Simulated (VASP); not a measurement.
# ScSbS3 (Cm) in VASP: single point with PBE

Aim: the single point of ScSbS3 with PBE.

All numbers are computed with VASP 6.6.1; they aren't measurements. Logs are shortened: lines on timing, memory, paths and dates and some standing lists are left out, and cuts for length are marked.

## Step 1: The cell of the first run

Symmetry: Cm, No. 8, monoclinic system. Conventional cell: a = 6.506 Å, b = 3.805 Å, c = 9.789 Å, α = 90.00°, β = 90.56°, γ = 90.00°. Sc (site symmetry m) has 6 S at 2.50 to 2.74 Å within 3.3 Å. Within 3.5 Å of Sb (site symmetry m) lie 6 S at 2.66 to 3.00 Å. S (site symmetry m) has 3 Sc at 2.72 to 2.74 Å and 3 Sb at 2.99 to 3.00 Å and 2 S at 3.58 Å within 3.6 Å. Within 3.5 Å of S (site symmetry m) lie 3 Sb at 2.66 to 2.67 Å. S (site symmetry m) has 3 Sc at 2.50 Å within 3.3 Å.

## Step 2: Single point, PBE

File INCAR:

```
SYSTEM = ScSbS3
PREC = Accurate ; ENCUT = 520
EDIFF = 1E-7 ; ISMEAR = 0
SIGMA = 0.1 ; LREAL = .False.
LASPH = .True. ; NELM = 80
ALGO = Normal ; ISIF = 2
LWAVE = .False. ; LCHARG = .False.
GGA = PE ; NBANDS = 25
```

File KPOINTS:

```
regular mesh
0
Gamma
  6 6 2
  0 0 0
```

File POSCAR:

```
ScSbS3
1.0
    3.2532467145     -1.9026025846      0.0000000000
    3.2532467145      1.9026025846      0.0000000000
   -0.0954908857      0.0000000000      9.7885794300
Sc Sb S
1 1 3
Direct
    0.3297387152      0.3297387152      0.6091326487
    0.6656514891      0.6656514891      0.9864302710
    0.9995411152      0.9995411152      0.7770070606
    0.0029073966      0.0029073966      0.1427486069
    0.6634595856      0.6634595856      0.4846814128
```

Potentials or basis: VASP PAW PBE potentials, release 64 (Sc_sv, Sb, S).

The run is started by

```
$ cat potpaw_PBE.64/Sc_sv/POTCAR potpaw_PBE.64/Sb/POTCAR potpaw_PBE.64/S/POTCAR > POTCAR
$ mpirun -np 1 vasp_std > vasp.out
```

OUTCAR:

```text
SYSTEM = ScSbS3
   PREC = Accurate
   ENCUT = 520
   EDIFF = 1E-7
   ISMEAR = 0
   LREAL = .False.
   LASPH = .True.
   NELM = 80
   ISIF = 2
   GGA = PE

 ion  position               nearest neighbor table
   1  0.330  0.330  0.609-   5 2.50   5 2.50   5 2.50   3 2.72   3 2.74   3 2.74
   2  0.666  0.666  0.986-   4 2.66   4 2.67   4 2.67   3 2.99   3 2.99   3 3.00
   3  1.000  1.000  0.777-   1 2.72   1 2.74   1 2.74   2 2.99   2 2.99   2 3.00
   4  0.003  0.003  0.143-   2 2.66   2 2.67   2 2.67
   5  0.663  0.663  0.485-   1 2.50   1 2.50   1 2.50

  LATTYP: Found a base centered monoclinic cell.
 ALAT       =     6.5064934290
 B/A-ratio  =     0.5848319392
 C/A-ratio  =     1.5045039695
 COS(beta)  =    -0.0097548723

  Lattice vectors:

 A1 = (   3.2532467145,  -1.9026025846,   0.0000000000)
 A2 = (   3.2532467145,   1.9026025846,   0.0000000000)
 A3 = (  -0.0954908857,   0.0000000000,   9.7885794300)

Analysis of symmetry for initial positions (statically):
=====================================================================
 Subroutine PRICEL returns:
 Original cell was already a primitive cell.

 Routine SETGRP: Setting up the symmetry group for a
 base centered monoclinic supercell.

 Subroutine GETGRP returns: Found  2 space group operations
 (whereof  2 operations were pure point group operations)
 out of a pool of  4 trial point group operations.

The static configuration has the point symmetry C_1h.

Analysis of symmetry for dynamics (positions and initial velocities):
=====================================================================
 Subroutine PRICEL returns:
 Original cell was already a primitive cell.

 Routine SETGRP: Setting up the symmetry group for a
 base centered monoclinic supercell.

 Subroutine GETGRP returns: Found  2 space group operations
 (whereof  2 operations were pure point group operations)
 out of a pool of  4 trial point group operations.

The dynamic configuration has the point symmetry C_1h.

 Subroutine INISYM returns: Found  2 space group operations
 (whereof  2 operations are pure point group operations),
 and found     1 'primitive' translations

----------------------------------------------------------------------------------------

                                     Primitive cell

  volume of cell :     121.1755

  direct lattice vectors                    reciprocal lattice vectors
     3.253246714 -1.902602585  0.000000000     0.153692617 -0.262797919  0.001499323
     3.253246714  1.902602585  0.000000000     0.153692617  0.262797919  0.001499323
    -0.095490886  0.000000000  9.788579430     0.000000000  0.000000000  0.102159870

  length of vectors
     3.768754540  3.768754540  9.789045192     0.304444436  0.304444436  0.102159870

  position of ions in fractional coordinates (direct lattice)
     0.329738715  0.329738715  0.609132649
     0.665651489  0.665651489  0.986430271
     0.999541115  0.999541115  0.777007061
     0.002907397  0.002907397  0.142748607
     0.663459586  0.663459586  0.484681413

  ion indices of the primitive-cell ions
   primitive index   ion index
                 1           1
                 2           2
                 3           3
                 4           4
                 5           5

----------------------------------------------------------------------------------------

 KPOINTS: regular mesh

Automatic generation of k-mesh.
 Grid dimensions read from file:
 generate k-points for:    6    6    2

 Generating k-lattice:

  Cartesian coordinates                     Fractional coordinates (reciprocal lattice)
     0.025615436 -0.043799653  0.000249887     0.166666667  0.000000000 -0.000000000
     0.025615436  0.043799653  0.000249887     0.000000000  0.166666667 -0.000000000
     0.000000000  0.000000000  0.051079935     0.000000000  0.000000000  0.500000000

  Length of vectors
     0.050740739  0.050740739  0.051079935

  Shift w.r.t. Gamma in fractional coordinates (k-lattice)
     0.000000000  0.000000000  0.000000000

 Subroutine IBZKPT returns following result:
 ===========================================

 Found     26 irreducible k-points:

 Following reciprocal coordinates:
            Coordinates               Weight
  0.000000  0.000000  0.000000      1.000000
  0.166667 -0.000000  0.000000      4.000000
  0.333333 -0.000000 -0.000000      4.000000
  0.500000  0.000000 -0.000000      2.000000
  0.166667  0.166667  0.000000      2.000000
  0.333333  0.166667 -0.000000      4.000000
[... 16 lines left out ...]
  0.333333  0.333333  0.500000      2.000000
  0.500000  0.333333  0.500000      4.000000
 [... further k-points ...]
   k-points           NKPTS =     26   k-points in BZ     NKDIM =     26   number of bands    NBANDS=     25
   number of dos      NEDOS =    301   number of ions     NIONS =      5
   total plane-waves  NPLWV =  62720
   dimension x,y,z NGX =    28 NGY =   28 NGZ =   80
   dimension x,y,z NGXF=    56 NGYF=   56 NGZF=  160
   ions per type =               1   1   3
   NGX,Y,Z   is equivalent  to a cutoff of  12.35, 12.35, 13.59 a.u.
   NGXF,Y,Z  is equivalent  to a cutoff of  24.70, 24.70, 27.17 a.u.
 SYSTEM =  ScSbS3
   PREC   = accura    normal or accurate (medium, high low for compatibility)
   ISTART =      0    job   : 0-new  1-cont  2-samecut
   ICHARG =      2    charge: 1-file 2-atom 10-const
   ISPIN  =      1    spin polarized calculation?
   LNONCOLLINEAR =      F non collinear calculations
   LSORBIT =      F    spin-orbit coupling
   LASPH  =      T    aspherical Exc in radial PAW
   ENCUT  =  520.0 eV  38.22 Ry    6.18 a.u.   7.01  7.01 18.20*2*pi/ulx,y,z
   NELM   =     80;   NELMIN=  2; NELMDL= -5     # of ELM steps
   EDIFF  = 0.1E-06   stopping-criterion for ELM
   LREAL  =      F    real-space projection
   EDIFFG = 0.1E-05   stopping-criterion for IOM
   NSW    =      0    number of steps for IOM
   IBRION =     -1    ionic relax: 0-MD 1-quasi-New 2-CG
   NFREE  =      0    steps in history (QN), initial steepest desc. (CG)
   ISIF   =      2    stress and relaxation
   ISYM   =      2    0-nonsym 1-usesym 2-fastsym
   POTIM  = 0.5000    time-step for ionic-motion
   TEBEG  =    0.0;   TEEND  =   0.0 temperature during run
   PSTRESS=    0.0 pullay stress
   NELECT =      34.0000    total number of electrons
   NUPDOWN=      -1.0000    fix difference up-down
   EMIN   =  10.00;   EMAX   =-10.00  energy-range for DOS
   EFERMI =   0.00;   METHOD = LEGACY
   ISMEAR =     0;   SIGMA  =   0.10  broadening in eV -4-tet -1-fermi 0-gaus
   EFERMI_NEDOS =   21; number of points for ismear=-14 and -15
   IALGO  =     38    algorithm
   IMIX   =      4    mixing-type and parameters
     AMIX     =   0.40;   BMIX     =  1.00
     AMIX_MAG =   1.60;   BMIX_MAG =  1.00
  volume/ion in A,a.u.               =      24.24       163.55
  Fermi-wavevector in a.u.,A,eV,Ry     =   1.071757  2.025327 15.628502  1.148662
  Thomas-Fermi vector in A             =   2.207507
   LORBIT       =      0    0 simple, 1 ext, 2 COOP (PROOUT), +10 PAW based schemes
   GGA     = PE    functional components
   LHFCALC =     F    Hartree Fock is set to
   AEXX    =    0.0000 exact exchange contribution
   IVDW    =     0    specifies the selected vdW correction
   LEPSILON=     F    determine dielectric tensor
   LRPA    =     F    only Hartree local field effects (RPA)
 non-spin polarized calculation
 Gauss-broadening in eV      SIGMA  =   0.10
  energy-cutoff  :      520.00
  volume of cell :      121.18
 maximum number of plane-waves:      3284
   NGX = 13   NGY = 13   NGZ = 37

 number of electron      34.0000000 magnetization

 Free energy of the ion-electron system (eV)
  ---------------------------------------------------
  ext. energy  EPLUGINS =         0.00000000
  ---------------------------------------------------
  free energy    TOTEN  =       -27.54335009 eV

  energy without entropy =      -27.54335009  energy(sigma->0) =      -27.54335009

 E-fermi :   4.2183     XC(G=0):  -9.1962

 val. band max:        3.7758490257   @ k =   0.1667   0.1667   0.5000
 cond. band min:       4.6486320434   @ k =   0.5000   0.5000  -0.0000
 fundamental gap:      0.8727830177
 Fermi energy:         4.2183222798

 k-point     1 :       0.0000    0.0000    0.0000
  band No.  band energies     occupation
      1     -44.9812      2.00000
      2     -23.6388      2.00000
      3     -23.5488      2.00000
      4     -23.5481      2.00000
      5     -10.2666      2.00000
      6      -8.5553      2.00000
[... 17 lines left out ...]
     24       8.7411      0.00000
     25       8.7537      0.00000

 k-point     2 :       0.1667   -0.0000    0.0000
  band No.  band energies     occupation
      1     -44.9795      2.00000
      2     -23.6343      2.00000
      3     -23.5717      2.00000
      4     -23.5536      2.00000
      5      -9.9983      2.00000
      6      -8.3749      2.00000
[... 17 lines left out ...]
     24       8.5385      0.00000
     25       8.7234      0.00000

 k-point     3 :       0.3333   -0.0000   -0.0000
  band No.  band energies     occupation
      1     -44.9762      2.00000
      2     -23.6261      2.00000
      3     -23.6173      2.00000
      4     -23.5635      2.00000
      5      -9.3100      2.00000
      6      -7.9792      2.00000
[... 17 lines left out ...]
     24       8.7145      0.00000
     25       8.7989      0.00000

 k-point     4 :       0.5000    0.0000   -0.0000
  band No.  band energies     occupation
      1     -44.9746      2.00000
      2     -23.6419      2.00000
      3     -23.6199      2.00000
      4     -23.5685      2.00000
      5      -8.8138      2.00000
      6      -7.7585      2.00000
[... 17 lines left out ...]
     24       8.5994      0.00000
     25       8.8998      0.00000
[... 477 lines left out ...]
 k-point    22 :      -0.1667    0.1667    0.5000
  band No.  band energies     occupation
      1     -44.9771      2.00000
      2     -23.6276      2.00000
      3     -23.6001      2.00000
      4     -23.5671      2.00000
      5      -9.5139      2.00000
      6      -8.1015      2.00000
[... 17 lines left out ...]
     24       8.5780      0.00000
     25       8.8729      0.00000

 k-point    23 :       0.3333    0.3333    0.5000
  band No.  band energies     occupation
      1     -44.9759      2.00000
      2     -23.6288      2.00000
      3     -23.6164      2.00000
      4     -23.5645      2.00000
      5      -9.2890      2.00000
      6      -7.9753      2.00000
[... 17 lines left out ...]
     24       8.6990      0.00000
     25       8.7573      0.00000

 k-point    24 :       0.5000    0.3333    0.5000
  band No.  band energies     occupation
      1     -44.9743      2.00000
      2     -23.6343      2.00000
      3     -23.6179      2.00000
      4     -23.5811      2.00000
      5      -8.8181      2.00000
      6      -7.7538      2.00000
[... 17 lines left out ...]
     24       8.7796      0.00000
     25       8.8370      0.00000

 [... further k-points ...]
[... 5 lines left out ...]
  --------------------------------------------------------------------------------------
  -------------------------------------------------------------------------------------
  Total        0.1662338     -0.2487460      0.0888628      0.0000000      0.0000000      0.0249183
  in kB        2.1979371     -3.2889098      1.1749408      0.0000000      0.0000000      0.3294687
  external PRESSURE =       0.0279894 kB  Pullay stress =       0.0000000 kB

 VOLUME and BASIS-vectors are now :
 -----------------------------------------------------------------------------
  energy-cutoff  :      520.00
  volume of cell :      121.18
      direct lattice vectors                 reciprocal lattice vectors
     3.253246714 -1.902602585  0.000000000     0.153692617 -0.262797919  0.001499323
     3.253246714  1.902602585  0.000000000     0.153692617  0.262797919  0.001499323
    -0.095490886  0.000000000  9.788579430     0.000000000  0.000000000  0.102159870

 POSITION                                       TOTAL-FORCE (eV/Angst)
 -----------------------------------------------------------------------------------
      2.08728      0.00000      5.96254         0.021879      0.000000      0.024500
      4.23686      0.00000      9.65575         0.037074      0.000000     -0.035944
      6.42931      0.00000      7.60580        -0.016702      0.000000      0.042427
      0.00529      0.00000      1.39731        -0.022302      0.000000      0.012792
      4.27051      0.00000      4.74434        -0.019949      0.000000     -0.043775
 -----------------------------------------------------------------------------------
    total drift:                               -0.000315      0.000000      0.000512

  FREE ENERGIE OF THE ION-ELECTRON SYSTEM (eV)
  ---------------------------------------------------
  free  energy   TOTEN  =       -27.5433500941 eV

  energy  without entropy=      -27.5433500941  energy(sigma->0) =      -27.54335009
```

It took 42 s on 1 thread of Intel Xeon 6975P-C (Granite Rapids), shared host; peak memory 0.27 GiB.

Results:

```
Free energy            : -27.5434 eV
Pressure               : 0.0 GPa
Largest force          : 0.052 eV/Å
Band gap on the k mesh : 0.87 eV, indirect (least direct gap 1.53 eV)
```

Forces on the atoms (eV/Å):
```
Sc   0.022  0.000  0.025
Sb   0.037  0.000 -0.036
S   -0.017  0.000  0.042
S   -0.022  0.000  0.013
S   -0.020  0.000 -0.044
```

Caveat: spin-orbit coupling is left out, which moves the levels of the heavy elements; this functional lacks dispersion, which binds the layers, so the pressure and a relaxed spacing across them are unreliable.
